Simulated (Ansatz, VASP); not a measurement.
**Rb: VASP beside Ansatz**

INCAR

```
SYSTEM = Rb
PREC = Accurate ; ENCUT = 520
EDIFF = 1E-7 ; ISMEAR = 0
SIGMA = 0.15 ; LREAL = .False.
LASPH = .True. ; NELM = 60
ALGO = Fast ; ISIF = 2
LWAVE = .False. ; LCHARG = .False.
GGA = PE ; NBANDS = 10
```

Contents of KPOINTS:

```
Automatic mesh
0
Gamma
  12 12 12
  0 0 0
```

Contents of POSCAR:

```
Rb
1.0
   -2.8060000000      2.8322361000      2.8322361000
    2.8060000000     -2.7797639000      2.7797639000
    2.8060000000      2.7797639000     -2.7797639000
Rb
1
Direct
    0.0000000000      0.0000000000      0.0000000000
```

Input for Ansatz:

```yaml
crystal:
  lattice:
    - [-2.806, 2.8322361, 2.8322361]
    - [2.806, -2.7797639, 2.7797639]
    - [2.806, 2.7797639, -2.7797639]
  atoms:
    - { symbol: Rb, position: [0.0, 0.0, 0.0] }
basis:
  ecutwfc: 420
kpoints:
  mp_grid: { grid: [12, 12, 12] }
hamiltonian:
  xc: pbe
scf:
  occupations: { method: gaussian, width: 0.15 }
output:
  forces: true
  stress: true
  eigenvalues: true
  write_density: true
  write_potential: true
  elf: true
  volumetric_format: npy
```

Change from the starting cell: strain +0.0187 x Voigt [0, 0, 0, 1, 0, 0], atoms carried along.

Alike in both runs: task single point; functional PBE; k mesh 12 × 12 × 12; occupations gaussian, width 0.15 eV; no spin polarisation.

|  | VASP | Ansatz |
| --- | --- | --- |
| version | VASP 6.6.1 | Ansatz 0.2.0 |
| potentials or method | VASP PAW PBE potentials, release 64 (Rb_sv), cutoff 520 eV | scalar-relativistic, plane waves, PAW |
| valence electrons in the cell | 9 | 9 |

|  | VASP | Ansatz | Ansatz less VASP |
| --- | --- | --- | --- |
| gap on the k mesh at the Fermi level (eV) | none | none | - |
| pressure (GPa) | 0.1 | 0.1 | 0.00 |

A gap of «none» marks a metal or a gap that the smearing closes. With one functional, cell and mesh, what is left measures potentials, basis and numerics.
